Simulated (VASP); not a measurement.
Runs of VASP 6.6.1 on Hf2S. The structure is that of space group P6_3/mmc (No. 194), or close to it. The cells are those of the table. 

| cell | k mesh | smearing | gap on the mesh (eV) | pressure (GPa) | largest force (eV/Å) |
| --- | --- | --- | --- | --- | --- |
| a = 3.374, b = 3.374, c = 11.717 Å, angles 90.0, 90.0, 120.0°, 6 atoms | 12 × 12 × 4 | gaussian 0.5 eV | none | 0.2 | 0.06 |
| a = 3.374, b = 3.374, c = 11.717 Å, angles 90.0, 90.0, 120.0°, 6 atoms | 6 × 6 × 2 | gaussian 0.01 eV | none | -0.1 | 0.08 |
| a = 3.374, b = 3.374, c = 11.717 Å, angles 90.0, 90.0, 120.0°, 6 atoms | 6 × 6 × 2 | gaussian 0.05 eV | none | -0.1 | 0.06 |
| a = 3.374, b = 3.374, c = 11.717 Å, angles 90.0, 90.0, 120.0°, 6 atoms | 3 × 3 × 1 | gaussian 0.1 eV | none | (a) | 0.22 |
| a = 3.374, b = 3.374, c = 11.717 Å, angles 90.0, 90.0, 120.0°, 6 atoms | 6 × 6 × 1 | gaussian 0.1 eV | none | 0.3 | 0.18 |
| a = 3.382, b = 3.382, c = 11.740 Å, angles 90.0, 90.0, 120.0°, 6 atoms | 12 × 12 × 4 | gaussian 0.1 eV | none | -0.9 | 0.01 |
| a = 3.374, b = 3.374, c = 11.717 Å, angles 90.0, 90.0, 120.0°, 6 atoms | 6 × 6 × 2 | gaussian 0.1 eV | none | -0.1 | 0.05 |

Alike in all rows: task single point; level r2SCAN; potentials or basis VASP PAW PBE potentials, release 64 (Hf_pv, S); no spin polarisation; cutoff (eV) 520.

Task: Fill in the values left out.

Result: (a) 0.7.

Caveats: some runs use coarse meshes; the PAW data sets were made with another functional, which shifts forces and pressure a little; spin-orbit coupling is left out, which moves the levels of the heavy elements; so wide a smearing shifts energies and pressures (at least some runs).

A k mesh can miss the band edges, and the runs leave out spin-orbit coupling on Hf.

A gap of «none» marks levels without a gap at the run's occupations.
